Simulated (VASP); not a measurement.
Input of a VASP 6.6.1 run:

File POSCAR:

```
Si
1.0
    2.5591252768      0.0000000000      0.0000000000
   -1.2795626384      2.2162675012      0.0000000000
    0.0000000000      0.0000000000      4.4067041330
Si
2
Direct
    0.3333333333      0.6666666667      0.2500000000
    0.6666666667      0.3333333333      0.7500000000
```

File INCAR.step1:

```
SYSTEM = Si
PREC = Accurate
ENCUT = 600
ISMEAR = 0
SIGMA = 0.1
LREAL = .False.
LASPH = .True.
NELM = 100
GGA = PE
ALGO = Normal
EDIFF = 1E-4
LWAVE = .True.
LCHARG = .False.
```

Contents of INCAR.step2:

```
SYSTEM = Si
PREC = Accurate
ENCUT = 600
EDIFF = 1E-6
ISMEAR = 0
SIGMA = 0.1
LREAL = .False.
LASPH = .True.
NELM = 100
ALGO = Normal
ISIF = 4
LWAVE = .False.
LCHARG = .False.
METAGGA = R2SCAN
LMIXTAU = .True.
IBRION = 2
NSW = 50
EDIFFG = -0.01
ISTART = 1
```

The input KPOINTS:

```
Automatic mesh
0
Gamma
  18 18 10
  0 0 0
```

Potentials or basis: VASP PAW PBE potentials, release 64 (Si).

The run is started by

```bash
$ cat potpaw_PBE.64/Si/POTCAR > POTCAR
$ cp INCAR.step1 INCAR
$ mpirun -np 1 vasp_std > vasp.out
$ cp INCAR.step2 INCAR
$ mpirun -np 1 vasp_std > vasp.out
```

(1) What does it give for the band gap on the k mesh?

Results:

(1) zero (band 4 reaches 23.34 eV, above the bottom of band 5 at 8.26 eV).

Caveat: the relaxation stopped at its first step, so nothing moved.
